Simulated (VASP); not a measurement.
Set up this calculation in VASP 6.6.1, as the native input.

| Item | Value |
| --- | --- |
| Task | single point |
| Functional | PBE |
| Potentials or basis | VASP PAW PBE potentials, release 64 (Be, Cl) |
| Cutoff | 520 eV |
| k mesh | 6 × 4 × 1 |
| Occupations | gaussian, width 0.1 eV |
| Spin | no spin polarisation |
| Dipole correction | yes |
| Further INCAR settings | LREAL = Auto; ALGO = Normal; EDIFF = 1e-07; NBANDS = 46 |

The structure of Be24Cl lies in POSCAR:

```
Be24Cl
1.0
    4.5254381414      0.0000000000      0.0000000000
    0.0000000000      7.1336190818      0.0000000000
    0.0000000000      0.0000000000     19.8685529777
Be Cl
24 1
Direct
    0.0000000000      0.3750000000      0.2013231665
    0.0000000000      0.8750000000      0.2013231665
    0.5000000000      0.3750000000      0.2013231665
    0.5000000000      0.8750000000      0.2013231665
    0.2500000000      0.1250000000      0.2341987732
    0.2500000000      0.6250000000      0.2341987732
    0.7500000000      0.1250000000      0.2341987732
    0.7500000000      0.6250000000      0.2341987732
    0.2500000000      0.3750000000      0.2999499865
    0.2500000000      0.8750000000      0.2999499865
    0.7500000000      0.3750000000      0.2999499865
    0.7500000000      0.8750000000      0.2999499865
    0.0000000000      0.1250000000      0.3268353583
    0.0000000000      0.6250000000      0.3268353583
    0.5000000000      0.1250000000      0.3268353583
    0.5000000000      0.6250000000      0.3268353583
    0.0000000000      0.3750000000      0.3993099146
    0.0000000000      0.8750000000      0.3993099146
    0.5000000000      0.3750000000      0.3993099146
    0.5000000000      0.8750000000      0.3993099146
    0.2500000000      0.1250000000      0.4211958962
    0.2500000000      0.6250000000      0.4211958962
    0.7500000000      0.1250000000      0.4211958962
    0.7500000000      0.6250000000      0.4211958962
    0.3333333333      0.1250000000      0.5192598584
```

The input as run:

INCAR

```
PREC = Accurate
ENCUT = 520
EDIFF = 1E-7
ISMEAR = 0
SIGMA = 0.1
LREAL = Auto
LASPH = T
NELM = 100
ALGO = Normal
ISIF = 2
LWAVE = F
LCHARG = F
LDIPOL = T
IDIPOL = 3
DIPOL = 0.5 0.5 0.322
GGA = PE
NBANDS = 46
```

KPOINTS

```
Automatic mesh
0
Gamma
  6 4 1
```

Potentials or basis: VASP PAW PBE potentials, release 64 (Be, Cl).

Command:

```console
$ cat potpaw_PBE.64/Be/POTCAR potpaw_PBE.64/Cl/POTCAR > POTCAR
$ mpirun -np 1 vasp_std > vasp.out
```

It gave:

The largest force is 0.796 eV/Å. The band gap on the k mesh is zero (an odd number of electrons rules out a gap without spin polarisation).

Caveat: an odd number of electrons without spin polarisation forces a metal; a magnetic or distorted state may lie lower.

Run time: 28 min on 1 thread of Oxide Virtual Turin-like Processor, on a shared host, peak memory 0.67 GiB.
